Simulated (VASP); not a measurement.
A run of VASP 6.6.1 is set up as follows.

INCAR

```
SYSTEM = Na4TiO3
ALGO = All ; EDIFF = 1E-6
ENCUT = 800 ; GGA = PE
GGA_COMPAT = .FALSE. ; ISEARCH = 1
ISIF = 2 ; ISMEAR = 0
ISPIN = 2 ; KPAR = 4
LASPH = .TRUE. ; LCHARG = .FALSE.
LMAXMIX = 4 ; LORBIT = 11
LREAL = .FALSE. ; LWAVE = .FALSE.
MAGMOM = 0 0 0 0 1 0 0 0 ; NBANDS = 43
NELM = 300 ; PREC = Accurate
SIGMA = 0.15
```

The input KPOINTS:

```
k-points
0
G
  3 3 3
  0 0 0
```

Contents of POSCAR:

```
Na4TiO3
1.0
    6.8406315507     -0.0000000035      0.0000000000
   -3.4203157723      5.9241607026      0.0000000000
    0.0000000000      0.0000000000      4.7589842747
Na Ti O
4 1 3
Direct
    0.3333333333      0.6666666667      0.5000000000
    0.6666666667      0.3333333333      0.5000000000
    0.3333333333      0.6666666667      0.0000000000
    0.6666666667      0.3333333333      0.0000000000
    0.0000000000      0.0000000000      0.0000000000
    0.5000000000      0.0000000000      0.0000000000
    0.0000000000      0.5000000000      0.0000000000
    0.5000000000      0.5000000000      0.0000000000
```

Potentials or basis: VASP PAW PBE potentials, release 64 (Na_pv, Ti_sv, O).

Run with:

```console
$ cat potpaw_PBE.64/Na_pv/POTCAR potpaw_PBE.64/Ti_sv/POTCAR potpaw_PBE.64/O/POTCAR > POTCAR
$ mpirun -np 4 vasp_std > vasp.out
```

(1) Estimate the site moments.

(2) Predict the pressure.

(3) Predict the net moment.

Results:

(1) Na +0.00, -0.00 (each value once); Ti +1.91; O -0.20 μB.

(2) 0.5 GPa.

(3) 1.93 μB per cell.

Caveat: the k points lie up to 0.44 Å⁻¹ apart.
